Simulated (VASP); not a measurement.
# Na4H in VASP: a series of runs

Na4H is run at these levels: PBE; tasks: single point.

Program: VASP 6.6.1. These are calculated values, not measurements. Logs are shortened: lines on timing, memory, paths and dates and some standing lists are left out, and cuts for length are marked.

### 1 The cell of the first run

The cell holds a slab with vacuum, 10 atoms: a = 7.267 Å, b = 7.267 Å, c = 20.967 Å, α = 90.00°, β = 90.00°, γ = 109.47°.

### 2 Single point, PBE

File INCAR:

```
SYSTEM = Na4H
  PREC = Accurate
  ENCUT = 400
  EDIFF = 1E-6
  ISMEAR = 0
  SIGMA = 0.1
  LREAL = .FALSE.
  LASPH = .TRUE.
  NELM = 120
  ALGO = Normal
  ISIF = 2
  LWAVE = .FALSE.
  LCHARG = .FALSE.
  LDIPOL = .TRUE.
  IDIPOL = 3
  DIPOL = 0.5 0.5 0.304
  GGA = PE
  NBANDS = 40
  GGA_COMPAT = .FALSE.
  NELMDL = -8
```

File KPOINTS:

```
regular mesh
0
G
  4 4 1
  0 0 0
```

File POSCAR:

```
Na4H
1.0
    7.2665054626      0.0000000000      0.0000000000
   -2.4221684875      6.8509270508      0.0000000000
    0.0000000000      0.0000000000     20.9665384335
Na H
8 2
Direct
    0.2500000000      0.2500000000      0.1907801811
    0.2500000000      0.7500000000      0.1907801811
    0.7500000000      0.2500000000      0.1907801811
    0.7500000000      0.7500000000      0.1907801811
    0.0000000000      0.0000000000      0.3322693660
    0.0000000000      0.5000000000      0.3322693660
    0.5000000000      0.0000000000      0.3322693660
    0.5000000000      0.5000000000      0.3322693660
    0.1150600172      0.3333333333      0.4753545019
    0.2182733161      0.3333333333      0.4753545019
```

Potentials or basis: VASP PAW PBE potentials, release 64 (Na_pv, H).

The run is started by

```
$ cat potpaw_PBE.64/Na_pv/POTCAR potpaw_PBE.64/H/POTCAR > POTCAR
$ mpirun -np 1 vasp_std > vasp.out
```

OUTCAR:

```text
SYSTEM = Na4H
   PREC = Accurate
   ENCUT = 400
   EDIFF = 1E-6
   ISMEAR = 0
   LREAL = .FALSE.
   LASPH = .TRUE.
   NELM = 120
   ISIF = 2
   GGA = PE
   NELMDL = -8

 ion  position               nearest neighbor table
   1  0.250  0.250  0.191-
   2  0.250  0.750  0.191-
   3  0.750  0.250  0.191-
   4  0.750  0.750  0.191-
   5  0.000  0.000  0.332-
   6  0.000  0.500  0.332-
   7  0.500  0.000  0.332-
   8  0.500  0.500  0.332-
   9  0.115  0.333  0.475-  10 0.75
  10  0.218  0.333  0.475-   9 0.75

  LATTYP: Found a base centered orthorhombic cell.
 ALAT       =     8.3906377698
 B/A-ratio  =     1.4142135624
 C/A-ratio  =     2.4988015225

  Lattice vectors:

 A1 = (   7.2665054626,   0.0000000000,   0.0000000000)
 A2 = (  -2.4221684875,   6.8509270508,   0.0000000000)
 A3 = (   0.0000000000,   0.0000000000,  20.9665384335)

Analysis of symmetry for initial positions (statically):
=====================================================================
 Subroutine PRICEL returns:
 Original cell was already a primitive cell.

 Routine SETGRP: Setting up the symmetry group for a
 base centered orthorhombic supercell.

 Subroutine GETGRP returns: Found  1 space group operations
 (whereof  1 operations were pure point group operations)
 out of a pool of  8 trial point group operations.

The static configuration has the point symmetry C_1 .

Analysis of symmetry for dynamics (positions and initial velocities):
=====================================================================
 Subroutine PRICEL returns:
 Original cell was already a primitive cell.

 Routine SETGRP: Setting up the symmetry group for a
 base centered orthorhombic supercell.

 Subroutine GETGRP returns: Found  1 space group operations
 (whereof  1 operations were pure point group operations)
 out of a pool of  8 trial point group operations.

The dynamic configuration has the point symmetry C_1 .

 Subroutine INISYM returns: Found  1 space group operations
 (whereof  1 operations are pure point group operations),
 and found     1 'primitive' translations

----------------------------------------------------------------------------------------

                                     Primitive cell

  volume of cell :    1043.7625

  direct lattice vectors                    reciprocal lattice vectors
     7.266505463  0.000000000  0.000000000     0.137617732  0.048655216  0.000000000
    -2.422168488  6.850927051  0.000000000     0.000000000  0.145965647  0.000000000
     0.000000000  0.000000000 20.966538433     0.000000000  0.000000000  0.047695045

  length of vectors
     7.266505463  7.266505463 20.966538433     0.145965647  0.145965647  0.047695045

  position of ions in fractional coordinates (direct lattice)
     0.250000000  0.250000000  0.190780181
     0.250000000  0.750000000  0.190780181
     0.750000000  0.250000000  0.190780181
     0.750000000  0.750000000  0.190780181
     0.000000000  0.000000000  0.332269366
     0.000000000  0.500000000  0.332269366
     0.500000000  0.000000000  0.332269366
     0.500000000  0.500000000  0.332269366
     0.115060017  0.333333333  0.475354502
     0.218273316  0.333333333  0.475354502

  ion indices of the primitive-cell ions
   primitive index   ion index
                 1           1
                 2           2
                 3           3
                 4           4
                 5           5
                 6           6
                 7           7
                 8           8
                 9           9
                10          10

----------------------------------------------------------------------------------------

 KPOINTS: regular mesh

Automatic generation of k-mesh.
 Grid dimensions read from file:
 generate k-points for:    4    4    1

 Generating k-lattice:

  Cartesian coordinates                     Fractional coordinates (reciprocal lattice)
     0.034404433  0.012163804  0.000000000     0.250000000  0.000000000  0.000000000
     0.000000000  0.036491412  0.000000000     0.000000000  0.250000000  0.000000000
[... 58 lines left out ...]
      5     -27.0238      2.00000
      6     -27.0235      2.00000
[... 32 lines left out ...]
     39       1.1601      0.00000
     40       1.2513      0.00000

 k-point     6 :       0.2500    0.2500    0.0000
  band No.  band energies     occupation
      1     -27.0395      2.00000
      2     -27.0349      2.00000
      3     -27.0327      2.00000
      4     -27.0312      2.00000
      5     -27.0272      2.00000
      6     -27.0236      2.00000
[... 32 lines left out ...]
     39       1.0744      0.00000
     40       1.1423      0.00000

 k-point     7 :       0.5000    0.2500    0.0000
  band No.  band energies     occupation
      1     -27.0391      2.00000
      2     -27.0349      2.00000
      3     -27.0319      2.00000
      4     -27.0307      2.00000
      5     -27.0242      2.00000
      6     -27.0230      2.00000
[... 32 lines left out ...]
     39       1.3198      0.00000
     40       1.5101      0.00000

 k-point     8 :       0.2500    0.5000    0.0000
  band No.  band energies     occupation
      1     -27.0389      2.00000
      2     -27.0352      2.00000
      3     -27.0313      2.00000
      4     -27.0299      2.00000
      5     -27.0241      2.00000
      6     -27.0229      2.00000
[... 32 lines left out ...]
     39       1.2573      0.00000
     40       1.4702      0.00000

 k-point     9 :      -0.2500    0.2500    0.0000
  band No.  band energies     occupation
      1     -27.0397      2.00000
      2     -27.0349      2.00000
      3     -27.0331      2.00000
      4     -27.0313      2.00000
      5     -27.0274      2.00000
      6     -27.0248      2.00000
[... 32 lines left out ...]
     39       1.0676      0.00000
     40       1.0916      0.00000

 k-point    10 :       0.5000    0.5000    0.0000
  band No.  band energies     occupation
      1     -27.0386      2.00000
      2     -27.0353      2.00000
      3     -27.0310      2.00000
      4     -27.0259      2.00000
      5     -27.0250      2.00000
      6     -27.0219      2.00000
[... 32 lines left out ...]
     39       1.2987      0.00000
     40       1.3034      0.00000

------------------------ aborting loop because EDIFF is reached ----------------------------------------

 vacuum level on the upper side and lower side of the slab       (xc-potential included)        -0.123        -0.035

  FORCE on cell =-STRESS in cart. coord.  units (eV):
  Direction    XX          YY          ZZ          XY          YZ          ZX
  --------------------------------------------------------------------------------------
  -------------------------------------------------------------------------------------
  Total       -1.3013934     -1.5684360     -0.0801899     -0.3630819     -0.0155442     -0.0166351
  in kB       -1.9976412     -2.4075522     -0.1230917     -0.5573313     -0.0238604     -0.0255349
  external PRESSURE =      -1.5094284 kB  Pullay stress =       0.0000000 kB

 VOLUME and BASIS-vectors are now :
 -----------------------------------------------------------------------------
  energy-cutoff  :      400.00
  volume of cell :     1043.76
      direct lattice vectors                 reciprocal lattice vectors
     7.266505463  0.000000000  0.000000000     0.137617732  0.048655216  0.000000000
    -2.422168488  6.850927051  0.000000000     0.000000000  0.145965647  0.000000000
     0.000000000  0.000000000 20.966538433     0.000000000  0.000000000  0.047695045

 POSITION                                       TOTAL-FORCE (eV/Angst)
 -----------------------------------------------------------------------------------
      1.21108      1.71273      4.00000         0.003372     -0.001724     -0.002610
      0.00000      5.13820      4.00000         0.000805      0.003049     -0.007373
      4.84434      1.71273      4.00000        -0.003098     -0.001385     -0.009617
      3.63325      5.13820      4.00000        -0.000864     -0.000032     -0.014677
      0.00000      0.00000      6.96654        -0.002531     -0.024598     -0.014591
     -1.21108      3.42546      6.96654        -0.024236      0.017132     -0.025378
      3.63325      0.00000      6.96654         0.004384      0.000816      0.000778
      2.42217      3.42546      6.96654         0.027516      0.011997     -0.021747
      0.02869      2.28364      9.96654        -0.057522     -0.000521      0.054607
      0.77869      2.28364      9.96654         0.052174     -0.004734      0.040608
 -----------------------------------------------------------------------------------
    total drift:                                0.000023     -0.000028     -0.002019

  FREE ENERGIE OF THE ION-ELECTRON SYSTEM (eV)
  ---------------------------------------------------
  free  energy   TOTEN  =       -15.9383652544 eV

  energy  without entropy=      -15.9101622005  energy(sigma->0) =      -15.92426373

 vacuum level on the upper side and lower side of the slab         0.901         1.006
```

Wall time 5.8 min (1 thread of Intel Xeon 6975P-C (Granite Rapids), shared host); peak memory 0.75 GiB.

Results:

```yaml
Free_energy: -15.9384 eV
Largest_force: 0.079 eV/Å
Band_gap_on_the_k_mesh: zero (bands 29 and 30 overlap by 0.76 eV)
```

Forces in eV/Å, atoms in the order of the input:
```
Na   0.003 -0.002 -0.003
Na   0.001  0.003 -0.007
Na  -0.003 -0.001 -0.010
Na  -0.001  0.000 -0.015
Na  -0.003 -0.025 -0.015
Na  -0.024  0.017 -0.025
Na   0.004  0.001  0.001
Na   0.028  0.012 -0.022
H   -0.058 -0.001  0.055
H    0.052 -0.005  0.041
```

Levels at points of the mesh, in eV from the Fermi level:
| k point | band 26 | band 27 | band 28 | band 29 | band 30 | band 31 | band 32 | band 33 |
| --- | --- | --- | --- | --- | --- | --- | --- | --- |
| (0.00, 0.00, 0.00) | -2.82 | -1.16 | 0.34 | 0.35 | 0.35 | 0.36 | 0.74 | 1.14 |
| (0.50, 0.00, 0.00) | -2.02 | -2.01 | -0.43 | -0.33 | 0.09 | 0.10 | 1.28 | 1.52 |
| (0.00, 0.50, 0.00) | -2.02 | -2.01 | -0.41 | -0.33 | 0.09 | 0.10 | 1.36 | 1.51 |
| (0.50, 0.50, 0.00) | -1.75 | -1.74 | -0.69 | -0.67 | -0.16 | -0.07 | 0.86 | 0.94 |

### 3 Single point, PBE

File INCAR:

```
SYSTEM = Na4H
  ALGO = Normal
  DIPOL = 0.5 0.5 0.283
  EDIFF = 1E-6
  ENCUT = 400
  GGA = PE
  GGA_COMPAT = .FALSE.
  IDIPOL = 3
  ISIF = 2
  ISMEAR = 0
  LASPH = .TRUE.
  LCHARG = .FALSE.
  LDIPOL = .TRUE.
  LREAL = .FALSE.
  LWAVE = .FALSE.
  NBANDS = 40
  NELM = 120
  NELMDL = -8
  PREC = Accurate
  SIGMA = 0.1
```

File KPOINTS:

```
k-points
0
G
  4 4 1
  0 0 0
```

POSCAR, as its differences from that of step 2:

```diff
@@ -16,3 +16,3 @@
     0.5000000000      0.5000000000      0.3322693660
-    0.1150600172      0.3333333333      0.4753545019
-    0.2182733161      0.3333333333      0.4753545019
+    0.0854033960      0.3333333333      0.3689945509
+    0.2479299373      0.3333333333      0.3689945509
```

Potentials or basis: VASP PAW PBE potentials, release 64 (Na_pv, H).

The run is started by

```
$ cat potpaw_PBE.64/Na_pv/POTCAR potpaw_PBE.64/H/POTCAR > POTCAR
$ mpirun -np 1 vasp_std > vasp.out
```

Run time: 6.2 min. Hardware: 1 thread of Intel Xeon 6975P-C (Granite Rapids), shared host; peak memory 0.75 GiB.

Results (log left out):

- Free energy: -14.3322 eV
- Largest force: 2.771 eV/Å
- Band gap on the k mesh: zero (bands 29 and 30 overlap by 0.68 eV)

Forces in eV/Å, atoms in the order of the input:
```
Na   0.030 -0.001 -0.026
Na   0.012  0.023  0.023
Na  -0.010 -0.015 -0.010
Na  -0.021  0.004  0.027
Na  -0.006  0.106  0.042
Na  -1.055  1.204 -0.766
Na   0.001  0.084  0.012
Na   0.513  0.386 -0.213
H    2.285 -1.352  0.793
H   -1.750 -0.440  0.119
```

Levels at points of the mesh, in eV from the Fermi level:
| k point | band 27 | band 28 | band 29 | band 30 | band 31 | band 32 |
| --- | --- | --- | --- | --- | --- | --- |
| (0.00, 0.00, 0.00) | -0.76 | -0.28 | 0.41 | 0.45 | 0.62 | 0.83 |
| (0.50, 0.00, 0.00) | -1.65 | -0.58 | -0.01 | 0.09 | 0.65 | 1.04 |
| (0.00, 0.50, 0.00) | -1.62 | -0.41 | -0.31 | 0.04 | 0.66 | 0.84 |
| (0.50, 0.50, 0.00) | -1.42 | -0.76 | -0.47 | -0.26 | 0.46 | 0.68 |

### 4 Single point, PBE

File INCAR:

```
  PREC = Accurate
  ENCUT = 400
  EDIFF = 1E-6
  ISMEAR = 0
  SIGMA = 0.1
  LREAL = F
  LASPH = T
  NELM = 120
  ALGO = Normal
  ISIF = 2
  LWAVE = F
  LCHARG = F
  LDIPOL = T
  IDIPOL = 3
  DIPOL = 0.5 0.5 0.289
  GGA = PE
  NBANDS = 40
  GGA_COMPAT = F
  NELMDL = -8
```

File KPOINTS:

```
Automatic mesh
0
Gamma
  4 4 1
```

POSCAR, as its differences from that of step 3:

```diff
@@ -16,3 +16,3 @@
     0.5000000000      0.5000000000      0.3322693660
-    0.0854033960      0.3333333333      0.3689945509
-    0.2479299373      0.3333333333      0.3689945509
+    0.0854033960      0.3333333333      0.3995193799
+    0.2479299373      0.3333333333      0.3995193799
```

The run is started by

```
$ cat potpaw_PBE.64/Na_pv/POTCAR potpaw_PBE.64/H/POTCAR > POTCAR
$ mpirun -np 1 vasp_std > vasp.out
```

Wall time 5.4 min (1 thread of Intel Xeon 6975P-C (Granite Rapids), shared host); peak memory 0.75 GiB.

It converged, with:

| Property | Result |
| --- | --- |
| Free energy | -14.6485 eV |
| Largest force | 2.251 eV/Å |
| Band gap on the k mesh | zero (bands 29 and 30 overlap by 0.70 eV) |

Forces on the atoms (eV/Å):
```
Na   0.029 -0.011  0.008
Na   0.000  0.020  0.038
Na  -0.015 -0.005  0.006
Na  -0.007 -0.002  0.016
Na   0.001  0.103  0.066
Na  -0.184  0.190 -0.208
Na   0.004  0.072  0.020
Na   0.123  0.048 -0.025
H    2.223 -0.303  0.190
H   -2.173 -0.112 -0.109
```

Levels at points of the mesh, in eV from the Fermi level:
| k point | band 26 | band 27 | band 28 | band 29 | band 30 | band 31 | band 32 | band 33 |
| --- | --- | --- | --- | --- | --- | --- | --- | --- |
| (0.00, 0.00, 0.00) | -2.59 | -0.78 | -0.06 | 0.43 | 0.47 | 0.55 | 0.82 | 1.08 |
| (0.50, 0.00, 0.00) | -1.96 | -1.74 | -0.54 | 0.01 | 0.13 | 0.45 | 0.94 | 1.63 |
| (0.00, 0.50, 0.00) | -1.92 | -1.72 | -0.30 | -0.21 | 0.06 | 0.45 | 0.78 | 1.54 |
| (0.50, 0.50, 0.00) | -1.70 | -1.50 | -0.69 | -0.51 | -0.26 | 0.37 | 0.68 | 1.34 |

### 5 Single point, PBE

File INCAR:

```
SYSTEM = Na4H
PREC = Accurate
ENCUT = 400
EDIFF = 1E-6
ISMEAR = 0
SIGMA = 0.1
LREAL = .False.
LASPH = .True.
NELM = 120
ALGO = Normal
ISIF = 2
LWAVE = .False.
LCHARG = .True.
LDIPOL = .True.
IDIPOL = 3
DIPOL = 0.5 0.5 0.295
GGA = PE
LELF = .True.
LVHAR = .True.
LVACPOTAV = .True.
NBANDS = 40
GGA_COMPAT = .False.
NELMDL = -8
```

File KPOINTS:

```
Automatic mesh
0
Gamma
  4 4 1
  0 0 0
```

POSCAR, as its differences from that of step 4:

```diff
@@ -16,3 +16,3 @@
     0.5000000000      0.5000000000      0.3322693660
-    0.0854033960      0.3333333333      0.3995193799
-    0.2479299373      0.3333333333      0.3995193799
+    0.0854033960      0.3333333333      0.4300442089
+    0.2479299373      0.3333333333      0.4300442089
```

The run is started by

```
$ cat potpaw_PBE.64/Na_pv/POTCAR potpaw_PBE.64/H/POTCAR > POTCAR
$ mpirun -np 1 vasp_std > vasp.out
```

It took 6.2 min on 1 thread of Intel Xeon 6975P-C (Granite Rapids), shared host; peak memory 0.75 GiB.

The run converged. Its results:

```
Free energy            : -14.5842 eV
Largest force          : 3.227 eV/Å
Band gap on the k mesh : zero (bands 29 and 30 overlap by 0.68 eV)
```

Forces on the atoms (eV/Å):
```
Na   0.016 -0.005  0.015
Na   0.000  0.010  0.032
Na  -0.010 -0.001  0.005
Na  -0.003 -0.003  0.007
Na   0.005  0.008  0.032
Na  -0.048  0.017  0.016
Na   0.002  0.043  0.016
Na   0.064 -0.007  0.028
H    3.200 -0.031 -0.036
H   -3.225 -0.031 -0.116
```

Levels at points of the mesh, in eV from the Fermi level:
```tsv
k point	band 26	band 27	band 28	band 29	band 30	band 31	band 32	band 33
(0.00, 0.00, 0.00)	-2.70	-0.93	0.10	0.39	0.42	0.44	0.78	1.00
(0.50, 0.00, 0.00)	-1.98	-1.87	-0.54	-0.08	0.10	0.23	0.82	1.60
(0.00, 0.50, 0.00)	-1.96	-1.86	-0.34	-0.09	-0.05	0.22	0.73	1.47
(0.50, 0.50, 0.00)	-1.72	-1.62	-0.69	-0.59	-0.28	0.19	0.64	1.14
```

### 6 Single point, PBE

File INCAR:

```
SYSTEM = Na4H
PREC = Accurate
ENCUT = 400
EDIFF = 1E-6
ISMEAR = 0
SIGMA = 0.1
LREAL = .FALSE.
LASPH = .TRUE.
NELM = 120
ALGO = Normal
ISIF = 2
LWAVE = .FALSE.
LCHARG = .FALSE.
LDIPOL = .TRUE.
IDIPOL = 3
DIPOL = 0.5 0.5 0.304
GGA = PE
NBANDS = 40
GGA_COMPAT = .FALSE.
NELMDL = -8
```

File KPOINTS:

```
Automatic mesh
0
G
  4 4 1
  0 0 0
```

POSCAR, as its differences from that of step 5:

```diff
@@ -16,3 +16,3 @@
     0.5000000000      0.5000000000      0.3322693660
-    0.0854033960      0.3333333333      0.4300442089
-    0.2479299373      0.3333333333      0.4300442089
+    0.0854033960      0.3333333333      0.4753545019
+    0.2479299373      0.3333333333      0.4753545019
```

Potentials or basis: VASP PAW PBE potentials, release 64 (Na_pv, H).

The run is started by

```
$ cat potpaw_PBE.64/Na_pv/POTCAR potpaw_PBE.64/H/POTCAR > POTCAR
$ mpirun -np 1 vasp_std > vasp.out
```

Wall time 5 min (1 thread of Intel Xeon 6975P-C (Granite Rapids), shared host); peak memory 0.75 GiB.

Results (log left out):

```
Free energy            : -14.5191 eV
Largest force          : 4.322 eV/Å
Band gap on the k mesh : zero (bands 29 and 30 overlap by 0.76 eV)
```

Forces in eV/Å, atoms in the order of the input:
```
Na   0.007 -0.002  0.003
Na   0.001  0.004  0.001
Na  -0.006 -0.001 -0.010
Na  -0.001 -0.002 -0.011
Na   0.000 -0.013  0.004
Na  -0.022  0.007  0.007
Na   0.003  0.011  0.010
Na   0.028  0.001  0.005
H    4.312  0.003  0.001
H   -4.322 -0.010 -0.010
```

Levels at points of the mesh, in eV from the Fermi level:
| k point | band 25 | band 26 | band 27 | band 28 | band 29 | band 30 | band 31 | band 32 | band 33 | band 34 |
| --- | --- | --- | --- | --- | --- | --- | --- | --- | --- | --- |
| (0.00, 0.00, 0.00) | -5.97 | -2.81 | -1.11 | 0.29 | 0.36 | 0.36 | 0.37 | 0.82 | 0.90 | 1.18 |
| (0.50, 0.00, 0.00) | -5.96 | -2.01 | -1.99 | -0.47 | -0.28 | 0.09 | 0.12 | 0.78 | 1.57 | 1.58 |
| (0.00, 0.50, 0.00) | -5.96 | -2.01 | -1.99 | -0.39 | -0.28 | 0.05 | 0.12 | 0.87 | 1.40 | 1.55 |
| (0.50, 0.50, 0.00) | -5.96 | -1.74 | -1.72 | -0.69 | -0.66 | -0.22 | -0.03 | 0.68 | 0.97 | 1.15 |

### 7 The runs side by side

```tsv
cell	gap on the mesh (eV)	largest force (eV/Å)
as given, atomic positions A	none	0.08
as given, atomic positions B	none	2.77
as given, atomic positions C	none	2.25
as given, atomic positions D	none	3.23
as given, atomic positions E	none	4.32
```

Alike in all rows: task single point; level PBE; potentials or basis VASP PAW PBE potentials, release 64 (Na_pv, H); no spin polarisation; k mesh 4 × 4 × 1; cutoff (eV) 400; smearing gaussian 0.1 eV.

Total energies depend on the potentials used, so only differences within one code and one set of settings carry meaning.
